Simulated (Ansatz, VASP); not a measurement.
## BP4: VASP beside Ansatz

```
B P
1.0
     4.16053    0.00000    0.00000
     0.00000    4.16053    0.00000
     0.00000    0.00000    5.17554
B P
1 4
Direct
  0.50000 0.50000 0.00000
  0.50000 0.00000 0.00000
  0.00000 0.50000 0.00000
  0.00000 0.00000 0.23438
  0.00000 0.00000 0.76562
```

Alike in both runs: functional PBE; k mesh 10 × 10 × 8; occupations gaussian, width 0.1 eV; no spin polarisation.

Ansatz relaxed the structure, and its values are those at the end. VASP's run is a single point on that final structure, the one shown.

|  | VASP | Ansatz |
| --- | --- | --- |
| version | VASP 6.6.1 | Ansatz 0.2.0 |
| potentials or method | VASP PAW PBE potentials, release 64 (B, P), cutoff 520 eV | scalar-relativistic, plane waves, PAW |
| valence electrons in the cell | 23 | 23 |

```tsv
	VASP	Ansatz	Ansatz less VASP
gap on the k mesh at the Fermi level (eV)	none	none	-
pressure (GPa)	-0.2	0.0	+0.22
rms of the force components (eV/Å)	0.024	0.001	-0.0226
```

A gap of «none» marks a metal or a gap that the smearing closes.
